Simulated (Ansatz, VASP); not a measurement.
# Two plane-wave programs on AsSe3

File INCAR:

```
PREC     = Accurate       # precision mode
ENCUT    = 520            # plane-wave cutoff, eV
EDIFF    = 1E-6           # SCF threshold, eV
ISMEAR   = 0              # smearing method
SIGMA    = 0.1            # smearing width, eV
LREAL    = False          # projectors in reciprocal space
LASPH    = True           # aspherical terms in the spheres
NELM     = 60             # most SCF steps
ALGO     = Normal         # electronic algorithm
ISIF     = 2              # what is computed and relaxed
LWAVE    = False          # write WAVECAR
LCHARG   = False          # write CHGCAR
GGA      = PE             # functional
NBANDS   = 33             # bands
```

File KPOINTS:

```
Automatic mesh
0
Gamma
  4 4 4
```

POSCAR

```
AsSe3
1.0
    0.0000000000      4.9939142000      4.9939142000
    4.9939142000      0.0000000000      4.9939142000
    4.9939142000      4.9939142000      0.0000000000
As Se
2 6
Direct
    0.0000000000      0.0000000000      0.0000000000
    0.5000000000      0.5000000000      0.5000000000
    0.7240000100      0.2759999900      0.2759999900
    0.2759999900      0.7240000100      0.2759999900
    0.2759999900      0.7240000100      0.7240000100
    0.7240000100      0.2759999900      0.7240000100
    0.2759999900      0.2759999900      0.7240000100
    0.7240000100      0.7240000100      0.2759999900
```

Input for Ansatz:

```yaml
crystal:
  lattice:
    - [0.0, 4.9939142, 4.9939142]
    - [4.9939142, 0.0, 4.9939142]
    - [4.9939142, 4.9939142, 0.0]
  atoms:
    - { symbol: As, position: [0.0, 0.0, 0.0] }
    - { symbol: As, position: [0.5, 0.5, 0.5] }
    - { symbol: Se, position: [0.72400001, 0.27599999, 0.27599999] }
    - { symbol: Se, position: [0.27599999, 0.72400001, 0.27599999] }
    - { symbol: Se, position: [0.27599999, 0.72400001, 0.72400001] }
    - { symbol: Se, position: [0.72400001, 0.27599999, 0.72400001] }
    - { symbol: Se, position: [0.27599999, 0.27599999, 0.72400001] }
    - { symbol: Se, position: [0.72400001, 0.72400001, 0.27599999] }
basis:
  ecutwfc: 420
kpoints:
  mp_grid: { grid: [4, 4, 4] }
hamiltonian:
  xc: pbe
scf:
  occupations: { method: gaussian, width: 0.1 }
  lower_state_search: "off"
output:
  forces: true
  stress: true
  eigenvalues: true
```

Change from the starting cell: species swapped into the SnF3 type (Fm-3m, No. 225).

Alike in both runs: task single point; functional PBE; k mesh 4 × 4 × 4; occupations gaussian, width 0.1 eV; no spin polarisation.

|  | VASP | Ansatz |
| --- | --- | --- |
| version | VASP 6.6.1 | Ansatz 0.2.0 |
| potentials or method | VASP PAW PBE potentials, release 64 (As, Se), cutoff 520 eV | scalar-relativistic, plane waves, PAW |
| valence electrons in the cell | 46 | 126 |

VASP gave:

```
gap on the k mesh at the Fermi level (eV) : none
pressure (GPa)                            : 8.8
rms of the force components (eV/Å)        : 1.717
```

Question: Estimate Ansatz's values.

Answer: gap on the k mesh at the Fermi level (eV): none; pressure (GPa): 8.6; rms of the force components (eV/Å): 1.672.

Atom by atom the forces differ by 0.045 eV/Å (rms over components). A gap of «none» marks a metal or a gap that the smearing closes. VASP's potentials hold 46 valence electrons a cell and Ansatz's 126, so a difference there can come from the potentials and not from the codes.
